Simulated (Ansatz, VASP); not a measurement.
**FeO: VASP beside Ansatz**

INCAR

```
ALGO = Normal
EDIFF = 1E-6
EDIFFG = -0.01
ENCUT = 600
GGA = VW
IBRION = 2
ISIF = 3
ISMEAR = 1
ISPIN = 2
LASPH = T
LCHARG = F
LMAXMIX = 4
LORBIT = 11
LREAL = F
LWAVE = F
MAGMOM = 3 0
NELM = 150
NSW = 60
PREC = Accurate
SIGMA = 0.01
```

KPOINTS

```
k-points
0
Gamma
  11 11 11
```

The input POSCAR:

```
FeO
1.0
    0.0000000000      2.1554000000      2.1554000000
    2.1554000000      0.0000000000      2.1554000000
    2.1554000000      2.1554000000      0.0000000000
Fe O
1 1
Direct
    0.0000000000      0.0000000000      0.0000000000
    0.5000000000      0.5000000000      0.5000000000
```

The input input.yaml:

```yaml
crystal:
  lattice:
    - [0.0, 2.1554, 2.1554]
    - [2.1554, 0.0, 2.1554]
    - [2.1554, 2.1554, 0.0]
  atoms:
    - { symbol: Fe, position: [0.0, 0.0, 0.0], spin: 3.0 }
    - { symbol: O, position: [0.5, 0.5, 0.5] }
hamiltonian:
  xc: { exchange: slater, correlation: vwn5 }
  pseudopotentials: { kind: paw, xc_functional: lda, accuracy: standard }
magnetization:
  spin_polarized: true
kpoints:
  mp_grid: { grid: [11, 11, 11] }
scf:
  occupations: { method: cold, width: 0.01 }
output:
  forces: true
  stress: true
relax:
  f_tol: 0.01
  max_steps: 40
  cell: { stress_tol: 0.05 }
```

Alike in both runs: task relaxation of cell and atoms; functional SVWN5; k mesh 11 × 11 × 11; collinear spin.

|  | VASP | Ansatz |
| --- | --- | --- |
| version | VASP 6.6.1 | Ansatz 0.2.0 |
| potentials or method | VASP PAW PBE potentials, release 64 (Fe, O) | JTH PAW LDA |
| plane-wave cutoff (eV) | 600 | 1380 |
| occupations | methfessel-paxton of order 1, width 0.01 eV | cold, width 0.01 eV |
| valence electrons in the cell | 14 | 22 |

```tsv
	VASP	Ansatz	Ansatz less VASP
net moment per atom (μB)	1.47	1.92	+0.452
size of the moment on the site where the two differ most (μB)	2.71	3.27	+0.558
relaxed volume (Å³/atom)	8.65	9.13	+0.479
relaxed cell length with the largest relative difference (Å)	2.903	2.956	+0.0526
```

The net moments are unlike, so the other rows may belong to different states. VASP's potentials were made for PBE, not for SVWN5. Site moments also hang on the region over which each program counts them. VASP's potentials hold 14 valence electrons a cell and Ansatz's 22, so a difference there can come from the potentials and not from the codes.

Noted on Ansatz's run: the plane-wave basis is chosen anew once the cell has moved, so the energies of steps on either side of that aren't comparable.
